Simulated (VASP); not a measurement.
# PtSe (wurtzite type) (P6_3mc) in VASP: notebook, part 2 of 2

VASP 6.6.1. Earlier steps stand in the parts before.

## 3. Electric field gradients, PBE

INCAR

```
SYSTEM = PtSe
PREC = Accurate
ENCUT = 520
EDIFF = 1E-8
ISMEAR = -1
SIGMA = 0.03
LREAL = .FALSE.
LASPH = .TRUE.
NELM = 100
ALGO = Normal
ISIF = 2
LWAVE = .FALSE.
LCHARG = .FALSE.
GGA = PE
LEFG = .TRUE.
NBANDS = 24
```

KPOINTS

```
Automatic mesh
0
G
  10 10 6
  0 0 0
```

POSCAR

```
PtSe
1.0
    3.8499446572      0.0000000000      0.0000000000
   -1.9249723286      3.3341498763      0.0000000000
    0.0000000000      0.0000000000      7.0964647173
Pt Se
2 2
Direct
    0.3333333333      0.6666666667      0.0126290861
    0.6666666667      0.3333333333      0.5126290861
    0.3333333333      0.6666666667      0.3633709139
    0.6666666667      0.3333333333      0.8633709139
```

Potentials or basis: VASP PAW PBE potentials, release 64 (Pt, Se).

Launch:

```sh
cat potpaw_PBE.64/Pt/POTCAR potpaw_PBE.64/Se/POTCAR > POTCAR
mpirun -np 1 vasp_std > vasp.out
```

OUTCAR:

```text
SYSTEM = PtSe
   PREC = Accurate
   ENCUT = 520
   EDIFF = 1E-8
   ISMEAR = -1
   LREAL = .FALSE.
   LASPH = .TRUE.
   NELM = 100
   ISIF = 2
   GGA = PE

 ion  position               nearest neighbor table
   1  0.333  0.667  0.013-   4 2.46   4 2.46   4 2.46   3 2.49
   2  0.667  0.333  0.513-   3 2.46   3 2.46   3 2.46   4 2.49
   3  0.333  0.667  0.363-   2 2.46   2 2.46   2 2.46   1 2.49
   4  0.667  0.333  0.863-   1 2.46   1 2.46   1 2.46   2 2.49

  LATTYP: Found a hexagonal cell.
 ALAT       =     3.8499446572
 C/A-ratio  =     1.8432640854

  Lattice vectors:

[... 877 lines left out ...]
 ion       V_xx      V_yy      V_zz      V_xy      V_xz      V_yz
---------------------------------------------------------------------
   1      67.631    67.630  -135.261    -0.000    -0.000     0.000
   2      67.631    67.630  -135.261    -0.000     0.000    -0.000
   3      20.531    20.531   -41.063     0.000    -0.000     0.000
   4      20.531    20.531   -41.063     0.000     0.000    -0.000
---------------------------------------------------------------------

 Electric field gradients after diagonalization (V/A^2)
 (convention: |V_zz| > |V_xx| > |V_yy|)
----------------------------------------------------------------------
 ion       V_xx      V_yy      V_zz     asymmetry (V_yy - V_xx)/ V_zz
----------------------------------------------------------------------
   1      67.631    67.630  -135.261       0.000
   2      67.631    67.630  -135.261       0.000
   3      20.532    20.531   -41.063       0.000
   4      20.532    20.531   -41.063       0.000
----------------------------------------------------------------------

           NMR quadrupolar parameters

 Cq : quadrupolar parameter    Cq=e*Q*V_zz/h
 eta: asymmetry parameters     (V_yy - V_xx)/ V_zz
 Q  : nuclear electric quadrupole moment in mb (millibarn)
----------------------------------------------------------------------
 ion       Cq(MHz)       eta       Q (mb)
----------------------------------------------------------------------
   1      -0.327       0.000       1.000
   2      -0.327       0.000       1.000
   3      -0.099       0.000       1.000
   4      -0.099       0.000       1.000
----------------------------------------------------------------------
```

OSZICAR:

```text
N       E                     dE             d eps       ncg     rms          rms(c)
DAV:   1     0.171288787884E+03    0.17129E+03   -0.14427E+04  2688   0.118E+03
DAV:   2    -0.117828932313E+02   -0.18307E+03   -0.17109E+03  3184   0.235E+02
DAV:   3    -0.195511654397E+02   -0.77683E+01   -0.76537E+01  3368   0.483E+01
DAV:   4    -0.196297063524E+02   -0.78541E-01   -0.78505E-01  2960   0.538E+00
DAV:   5    -0.196309143333E+02   -0.12080E-02   -0.12079E-02  3504   0.647E-01    0.142E+01
DAV:   6    -0.191895036048E+02    0.44141E+00   -0.16746E+00  2784   0.102E+01    0.843E+00
DAV:   7    -0.191360457129E+02    0.53458E-01   -0.16669E-01  2760   0.360E+00    0.352E+00
DAV:   8    -0.191189310275E+02    0.17115E-01   -0.48604E-02  3312   0.165E+00    0.319E-01
DAV:   9    -0.191186800504E+02    0.25098E-03   -0.34508E-03  3008   0.355E-01    0.162E-01
DAV:  10    -0.191186947975E+02   -0.14747E-04   -0.84314E-04  3264   0.178E-01    0.446E-02
DAV:  11    -0.191186929353E+02    0.18622E-05   -0.30448E-05  3224   0.373E-02    0.176E-02
DAV:  12    -0.191186950046E+02   -0.20693E-05   -0.12529E-05  3128   0.222E-02    0.598E-03
DAV:  13    -0.191186948482E+02    0.15645E-06   -0.11594E-06  3224   0.556E-03    0.135E-03
DAV:  14    -0.191186949296E+02   -0.81475E-07   -0.17336E-07  3120   0.241E-03    0.691E-04
DAV:  15    -0.191186949428E+02   -0.13186E-07   -0.37066E-08  3160   0.150E-03    0.115E-04
DAV:  16    -0.191186949499E+02   -0.71132E-08   -0.36427E-09  1872   0.331E-04
   1 F= -.19118695E+02 E0= -.19111937E+02  d E =-.135159E-01
```

stdout:

```text
POSCAR found type information on POSCAR PtSe
 POSCAR found :  2 types and       4 ions
 scaLAPACK will be used
 LDA part: xc-table for (Slater+PW92), standard interpolation
 POSCAR, INCAR and KPOINTS ok, starting setup
 FFT: planning ... GRIDC
 FFT: planning ... GRID_SOFT
 FFT: planning ... GRID
 WAVECAR not read
 entering main loop
ion   1

ion   2

ion   3

ion   4
```

Run time: 3.4 min. Hardware: 1 thread of AMD EPYC 7R13, shared host; peak memory 0.25 GiB.

Results:

- Free energy: -19.1187 eV
- Pressure: 0.0 GPa
- Largest force: 0.005 eV/Å
- Band gap on the k mesh: zero (bands 16 and 17 overlap by 1.97 eV)
- Largest electric field gradient by atom: Pt -135.3; Se -41.1 V/Å²

Forces in eV/Å, atoms in the order of the input:
```
Pt   0.000  0.000  0.005
Pt   0.000  0.000  0.005
Se   0.000  0.000 -0.005
Se   0.000  0.000 -0.005
```

Levels at points of the mesh, in eV from the Fermi level:
```tsv
k point	band 12	band 13	band 14	band 15	band 16	band 17	band 18	band 19	band 20	band 21
(0.00, 0.00, 0.00)	-2.71	-2.71	0.57	0.61	0.61	1.98	2.22	2.22	3.64	5.90
(0.50, 0.00, 0.00)	-2.39	-2.18	-2.18	-1.79	-1.09	-0.30	1.08	3.27	4.87	5.95
(0.00, 0.00, 0.50)	-2.84	-1.28	-1.28	1.33	1.33	1.33	1.33	2.91	2.91	6.49
(0.50, 0.00, 0.50)	-2.45	-2.36	-2.36	-0.79	-0.79	0.00	0.00	3.38	3.38	6.37
```

Electric field gradients, principal values (V/Å²):
```csv
atom,least,middle,greatest (by size)
1 Pt,67.630,67.631,-135.261
2 Pt,67.630,67.631,-135.261
3 Se,20.531,20.532,-41.063
4 Se,20.531,20.532,-41.063
```

Caveat: without QUAD_EFG the Cq values of the log hold for a quadrupole moment of 1 mb, not for the nuclei; spin-orbit coupling is left out, which moves the levels of the heavy elements.

## 4. Single point, PBE

POSCAR is that of step 3.

INCAR.step1

```
SYSTEM = PtSe
  PREC = Accurate
  ENCUT = 520
  EDIFF = 1E-6
  ISMEAR = -1
  SIGMA = 0.03
  LREAL = .False.
  LASPH = .True.
  NELM = 100
  ALGO = Normal
  ISIF = 2
  LWAVE = .False.
  LCHARG = .True.
  LMAXMIX = 4
  GGA = PE
  NBANDS = 24
```

KPOINTS.step1

```
Automatic mesh
0
Gamma
  10 10 6
  0 0 0
```

INCAR.step2

```
SYSTEM = PtSe
  PREC = Accurate
  ENCUT = 520
  EDIFF = 1E-6
  ISMEAR = -5
  SIGMA = 0.03
  LREAL = .False.
  LASPH = .True.
  NELM = 100
  ALGO = Normal
  ISIF = 2
  LWAVE = .False.
  LCHARG = .False.
  LMAXMIX = 4
  GGA = PE
  LORBIT = 11
  NBANDS = 24
  NEDOS = 2001
  ICHARG = 11
```

KPOINTS.step2

```
Automatic mesh
0
Gamma
  15 15 9
  0 0 0
```

Launch:

```sh
cat potpaw_PBE.64/Pt/POTCAR potpaw_PBE.64/Se/POTCAR > POTCAR
cp INCAR.step1 INCAR
cp KPOINTS.step1 KPOINTS
mpirun -np 1 vasp_std > vasp.out
cp INCAR.step2 INCAR
cp KPOINTS.step2 KPOINTS
mpirun -np 1 vasp_std > vasp.out
```

Run time: 6.5 min. Hardware: 1 thread of AMD EPYC 7R13, shared host; peak memory 0.37 GiB.

Results (log left out):

* Valence electrons inside the program's atomic spheres: Pt 9.28; Se 3.78

Levels at points of the mesh, in eV from the Fermi level:
```csv
k point,band 12,band 13,band 14,band 15,band 16,band 17,band 18,band 19,band 20,band 21
"(0.00, 0.00, 0.00)",-2.71,-2.71,0.57,0.62,0.62,1.99,2.23,2.23,3.64,5.91
```

Caveat: spin-orbit coupling is left out, which moves the levels of the heavy elements; tetrahedron occupations give inexact forces and stress in metals.

## 5. Electric field gradients, PBE+U

INCAR

```
ALGO = Normal
EDIFF = 1E-8
ENCUT = 520
GGA = PE
ISIF = 2
ISMEAR = 1
LASPH = True
LCHARG = False
LDAU = True
LDAUJ = 0 0
LDAUL = 2 -1
LDAUPRINT = 1
LDAUTYPE = 2
LDAUU = 3 0
LEFG = True
LMAXMIX = 4
LREAL = False
LWAVE = False
NBANDS = 24
NELM = 150
PREC = Accurate
SIGMA = 0.05
```

KPOINTS

```
k-points
0
Gamma
  10 10 6
```

POSCAR is that of step 4.

Potentials or basis: VASP PAW PBE potentials, release 64 (Pt, Se).

Launch:

```sh
cat potpaw_PBE.64/Pt/POTCAR potpaw_PBE.64/Se/POTCAR > POTCAR
mpirun -np 1 vasp_std > vasp.out
```

OUTCAR:

```text
EDIFF = 1E-8
   ENCUT = 520
   GGA = PE
   ISIF = 2
   ISMEAR = 1
   LASPH = True
   LREAL = False
   NELM = 150
   PREC = Accurate

 ion  position               nearest neighbor table
   1  0.333  0.667  0.013-   4 2.46   4 2.46   4 2.46   3 2.49
   2  0.667  0.333  0.513-   3 2.46   3 2.46   3 2.46   4 2.49
   3  0.333  0.667  0.363-   2 2.46   2 2.46   2 2.46   1 2.49
   4  0.667  0.333  0.863-   1 2.46   1 2.46   1 2.46   2 2.49

  LATTYP: Found a hexagonal cell.
 ALAT       =     3.8499446572
 C/A-ratio  =     1.8432640854

  Lattice vectors:

 A1 = (   3.8499446572,   0.0000000000,   0.0000000000)
 A2 = (  -1.9249723286,   3.3341498763,   0.0000000000)
 A3 = (   0.0000000000,   0.0000000000,   7.0964647173)

Analysis of symmetry for initial positions (statically):
=====================================================================
 Subroutine PRICEL returns:
 Original cell was already a primitive cell.

 Routine SETGRP: Setting up the symmetry group for a
 hexagonal supercell.

 Subroutine GETGRP returns: Found 12 space group operations
 (whereof  6 operations were pure point group operations)
 out of a pool of 24 trial point group operations.

The static configuration has the point symmetry C_3v.
 The point group associated with its full space group is C_6v.

Analysis of symmetry for dynamics (positions and initial velocities):
=====================================================================
 Subroutine PRICEL returns:
 Original cell was already a primitive cell.

[... 885 lines left out ...]

 [... further k-points ...]

------------------------ aborting loop because EDIFF is reached ----------------------------------------

  FORCE on cell =-STRESS in cart. coord.  units (eV):
  Direction    XX          YY          ZZ          XY          YZ          ZX
  --------------------------------------------------------------------------------------
  -------------------------------------------------------------------------------------
  Total       -1.1967130     -1.1967130     -0.9901902      0.0000000      0.0000000      0.0000000
  in kB      -21.0483930    -21.0483930    -17.4159656      0.0000000      0.0000000      0.0000000
  external PRESSURE =     -19.8375839 kB  Pullay stress =       0.0000000 kB

 VOLUME and BASIS-vectors are now :
 -----------------------------------------------------------------------------
  energy-cutoff  :      520.00
  volume of cell :       91.09
      direct lattice vectors                 reciprocal lattice vectors
     3.849944657  0.000000000  0.000000000     0.259743993  0.149963265  0.000000000
    -1.924972329  3.334149876  0.000000000     0.000000000  0.299926529  0.000000000
     0.000000000  0.000000000  7.096464717     0.000000000  0.000000000  0.140915236

 POSITION                                       TOTAL-FORCE (eV/Angst)
 -----------------------------------------------------------------------------------
     -0.00000      2.22277      0.08962         0.000000     -0.000000     -0.110185
      1.92497      1.11138      3.63785         0.000000      0.000000     -0.110185
     -0.00000      2.22277      2.57865        -0.000000      0.000000      0.110185
      1.92497      1.11138      6.12688         0.000000     -0.000000      0.110185
 -----------------------------------------------------------------------------------
    total drift:                               -0.000000      0.000000      0.001254

  FREE ENERGIE OF THE ION-ELECTRON SYSTEM (eV)
  ---------------------------------------------------
  free  energy   TOTEN  =       -14.9823348773 eV

  energy  without entropy=      -14.9816970405  energy(sigma->0) =      -14.98212227

 Electric field gradients (V/A^2)
---------------------------------------------------------------------
 ion       V_xx      V_yy      V_zz      V_xy      V_xz      V_yz
---------------------------------------------------------------------
   1      69.409    69.409  -138.818    -0.000    -0.000     0.000
   2      69.409    69.409  -138.818    -0.000     0.000    -0.000
   3      28.753    28.753   -57.505     0.000    -0.000     0.000
   4      28.753    28.753   -57.505     0.000     0.000    -0.000
---------------------------------------------------------------------

 Electric field gradients after diagonalization (V/A^2)
 (convention: |V_zz| > |V_xx| > |V_yy|)
----------------------------------------------------------------------
 ion       V_xx      V_yy      V_zz     asymmetry (V_yy - V_xx)/ V_zz
----------------------------------------------------------------------
   1      69.409    69.409  -138.818       0.000
   2      69.409    69.409  -138.818       0.000
   3      28.753    28.752   -57.505       0.000
   4      28.753    28.752   -57.505       0.000
----------------------------------------------------------------------

           NMR quadrupolar parameters

 Cq : quadrupolar parameter    Cq=e*Q*V_zz/h
 eta: asymmetry parameters     (V_yy - V_xx)/ V_zz
 Q  : nuclear electric quadrupole moment in mb (millibarn)
----------------------------------------------------------------------
 ion       Cq(MHz)       eta       Q (mb)
----------------------------------------------------------------------
   1      -0.336       0.000       1.000
   2      -0.336       0.000       1.000
   3      -0.139       0.000       1.000
   4      -0.139       0.000       1.000
----------------------------------------------------------------------
```

Wall time 3.3 min (1 thread of AMD EPYC 7R13, shared host); peak memory 0.25 GiB.

What came out:

* Free energy: -14.9823 eV
* Pressure: -2.0 GPa
* Largest force: 0.110 eV/Å
* Band gap on the k mesh: zero (bands 16 and 17 overlap by 2.05 eV)
* Largest electric field gradient by atom: Pt -138.8; Se -57.5 V/Å²

Forces in eV/Å, atoms in the order of the input:
```
Pt   0.000  0.000 -0.110
Pt   0.000  0.000 -0.110
Se   0.000  0.000  0.110
Se   0.000  0.000  0.110
```

Levels at points of the mesh, in eV from the Fermi level:
| k point | band 12 | band 13 | band 14 | band 15 | band 16 | band 17 | band 18 | band 19 | band 20 | band 21 |
| --- | --- | --- | --- | --- | --- | --- | --- | --- | --- | --- |
| (0.00, 0.00, 0.00) | -3.11 | -3.11 | 0.66 | 0.66 | 0.89 | 1.95 | 2.25 | 2.25 | 3.92 | 6.21 |
| (0.50, 0.00, 0.00) | -2.74 | -2.33 | -2.21 | -1.95 | -1.04 | -0.35 | 1.13 | 3.57 | 5.09 | 6.08 |
| (0.00, 0.00, 0.50) | -3.26 | -1.36 | -1.36 | 1.38 | 1.38 | 1.38 | 1.38 | 3.20 | 3.20 | 6.72 |
| (0.50, 0.00, 0.50) | -2.88 | -2.57 | -2.57 | -0.77 | -0.77 | 0.04 | 0.04 | 3.64 | 3.64 | 6.53 |

Electric field gradients, principal values (V/Å²):
| atom | least | middle | greatest (by size) |
| --- | --- | --- | --- |
| 1 Pt | 69.409 | 69.409 | -138.818 |
| 2 Pt | 69.409 | 69.409 | -138.818 |
| 3 Se | 28.752 | 28.753 | -57.505 |
| 4 Se | 28.752 | 28.753 | -57.505 |

Eigenvalues of the final occupation matrices:
| site | spin | trace | eigenvalues |
| --- | --- | --- | --- |
| site 1 d | 1 | 4.23 | 0.80 0.80 0.86 0.89 0.89 |
| site 1 d | 2 | 4.23 | 0.80 0.80 0.86 0.89 0.89 |
| site 2 d | 1 | 4.23 | 0.80 0.80 0.86 0.89 0.89 |
| site 2 d | 2 | 4.23 | 0.80 0.80 0.86 0.89 0.89 |

Caveat: without QUAD_EFG the Cq values of the log hold for a quadrupole moment of 1 mb, not for the nuclei; spin-orbit coupling is left out, which moves the levels of the heavy elements; U without spin polarisation on a metal has little footing.

## 6. The runs side by side

```csv
task,level,U,smearing,k mesh for the DOS,occupations for the DOS,gap on the mesh (eV),pressure (GPa),largest force (eV/Å)
electric field gradients,PBE,-,fermi-dirac 0.03 eV,-,-,none,0.0,0.01
single point,PBE,-,fermi-dirac 0.03 eV,15 × 15 × 9,tetrahedron,-,-,-
electric field gradients,PBE+U,Pt d U = 3.0 eV,methfessel-paxton 0.05 eV,-,-,none,-2.0,0.11
```

Alike in all rows: potentials or basis VASP PAW PBE potentials, release 64 (Pt, Se); no spin polarisation; cell as given; k mesh 10 × 10 × 6; cutoff (eV) 520.

Caveats: spin-orbit coupling is left out, which moves the levels of the heavy elements; tetrahedron occupations give inexact forces and stress in metals (at least some runs); U without spin polarisation on a metal has little footing (at least some runs).

Absolute energies hang on the potentials; compare differences alone.
